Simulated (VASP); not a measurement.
The system is BeSi.

```xyz
4
Lattice="-1.9701 1.9701 3.0992 1.9701 -1.9701 3.0992 1.9701 1.9701 -3.0992" Properties=species:S:1:pos:R:3 pbc="T T T"
Be    0.0000    0.0000    0.9522
Be    0.0000    0.0000    5.2463
Si    0.0000    0.0000    3.0992
Si    0.0000    1.9701    1.5496
```

The cell was generated, and may not be a known phase.

| Item | Value |
| --- | --- |
| Program | VASP 6.6.1 |
| Task | relaxation of cell and atoms |
| Functional | PBE |
| Potentials or basis | VASP PAW PBE potentials, release 64 (Be, Si) |
| Cutoff | 600 eV |
| k mesh | 6 × 6 × 6 |
| Occupations | gaussian, width 0.1 eV |
| Spin | no spin polarisation |

At the start: pressure 20.4 GPa; volume 12.03 Å³/atom.

Where does the relaxation end?

Over 14 steps the energy falls by 167.3 meV/atom and the volume is 14.93 Å³/atom (+24.1 %); space group I-4m2 (No. 119, to 0.1 Å) before and after.

Step by step:
| step | energy change (eV) | largest force (eV/Å) | pressure (GPa) | volume (Å³) |
| --- | --- | --- | --- | --- |
| 1 | 0.0000 | 0.1721 | 20.41 | 48.11 |
| 2 | -0.6146 | 0.0691 | -0.07 | 59.58 |
| 3 | -0.6146 | 0.0693 | -0.20 | 59.72 |
| 4 | -0.6208 | 0.0552 | -0.09 | 59.64 |
| 5 | -0.6323 | 0.3993 | 0.49 | 59.37 |
| 6 | -0.6354 | 0.4161 | 0.48 | 59.40 |
| 7 | -0.6409 | 0.4596 | 0.44 | 59.48 |
| 8 | -0.6413 | 0.4764 | 0.43 | 59.51 |
| 9 | -0.6483 | 0.4165 | 0.23 | 59.64 |
| 10 | -0.6627 | 0.2264 | -0.34 | 60.02 |
| 11 | -0.6622 | 0.1983 | -1.12 | 60.79 |
| 12 | -0.6672 | 0.0220 | -0.80 | 60.41 |
| 13 | -0.6688 | 0.0033 | -0.38 | 60.02 |
| 14 | -0.6692 | 0.0230 | -0.06 | 59.73 |

Final structure:
```yaml
crystal:
  lattice:
    - [-2.03664, 2.03664, 3.60007]
    - [2.03664, -2.03664, 3.60007]
    - [2.03664, 2.03664, -3.60007]
  atoms:
    - { symbol: Be, position: [0.14371, 0.14371, 0.00000] }
    - { symbol: Be, position: [0.85629, 0.85629, 0.00000] }
    - { symbol: Si, position: [0.50000, 0.50000, 0.00000] }
    - { symbol: Si, position: [0.75000, 0.25000, 0.50000] }
```

Caveat: the volume moved by over 15 % at a fixed basis, so the end points are rough.
